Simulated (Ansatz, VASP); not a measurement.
# ZnS: VASP beside Ansatz

File INCAR:

```
SYSTEM = ZnS
PREC = Accurate
ENCUT = 520
EDIFF = 1E-6
ISMEAR = 0
SIGMA = 0.01
LREAL = .False.
LASPH = .True.
NELM = 100
ALGO = Normal
ISIF = 2
LWAVE = .False.
LCHARG = .False.
GGA = RP
NBANDS = 26
```

File KPOINTS:

```
regular mesh
0
Gamma
  6 6 3
  0 0 0
```

The input POSCAR:

```
ZnS
1.0
    3.8611504880      0.0000000000      0.0000000000
   -1.9305752440      3.3438545990      0.0000000000
    0.0000000000      0.0000000000      6.3160357234
Zn S
2 2
Direct
    0.3333333333      0.6666666667      0.0000000000
    0.6666666667      0.3333333333      0.5000000000
    0.3333333333      0.6666666667      0.3850000000
    0.6666666667      0.3333333333      0.8850000000
```

Input for Ansatz:

```yaml
crystal:
  lattice:
    - [3.8611504879586955, 0.0, 0.0]
    - [-1.9305752439793478, 3.3438545990344006, 0.0]
    - [0.0, 0.0, 6.316035723414985]
  atoms:
    - { symbol: Zn, position: [0.3333333333333333, 0.6666666666666666, 0.0] }
    - { symbol: Zn, position: [0.6666666666666666, 0.3333333333333333, 0.5] }
    - { symbol: S, position: [0.3333333333333333, 0.6666666666666666, 0.385] }
    - { symbol: S, position: [0.6666666666666666, 0.3333333333333333, 0.885] }
kpoints:
  mp_grid:
    grid: [6, 6, 3]
hamiltonian:
  xc: rpbe
  pseudopotentials:
    kind: nc
scf:
  n_extra_bands: 8
  occupations:
    method: fixed
output:
  stress: true
```

Alike in both runs: task single point; functional RPBE; k mesh 6 × 6 × 3; no spin polarisation.

```csv
,VASP,Ansatz
version,VASP 6.6.1,Ansatz 0.2.0
potentials or method,"VASP PAW PBE potentials, release 64 (Zn, S)","plane waves, norm-conserving potentials"
plane-wave cutoff (eV),520,1143
occupations,"gaussian, width 0.01 eV",fixed
valence electrons in the cell,36,52
```

```tsv
	VASP	Ansatz	Ansatz less VASP
pressure (GPa)	2.1	2.2	+0.11
traceless stress, the component that is largest in VASP (GPa)	-1.12	-1.17	-0.049
```

VASP's potentials were made for PBE, not for RPBE. VASP's potentials hold 36 valence electrons a cell and Ansatz's 52, so a difference there can come from the potentials and not from the codes.
